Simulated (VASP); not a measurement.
Crystal: ZrB2.

```
Zr B
1.0
     3.12716    0.00000    0.00000
    -1.56358    2.70820    0.00000
     0.00000    0.00000    3.48525
Zr B
1 2
Direct
  0.00000 0.00000 0.00000
  0.66667 0.33333 0.50000
  0.33333 0.66667 0.50000
```

Base run:

* Program: VASP 6.6.1
* Functional: r2SCAN
* Potentials or basis: VASP PAW PBE potentials, release 64 (Zr_sv, B)
* Cutoff: 520 eV
* k mesh: 10 × 10 × 8
* Occupations: fermi-dirac, width 0.05 eV
* Spin: no spin polarisation

Its results: band gap on the k mesh zero (bands 9 and 10 overlap by 0.91 eV); pressure 11.8 GPa.

**Question.** The run is repeated on the same cell with these changes: dispersion from none to rVV10. What comes out?

**Answer.** Band gap on the k mesh zero (bands 9 and 10 overlap by 0.91 eV); pressure 11.0 GPa.

Dispersion adds attraction, which lowers the pressure at fixed volume.

Caveats: the cell stands under pressure; the PAW data sets were made with another functional, which shifts forces and pressure a little.
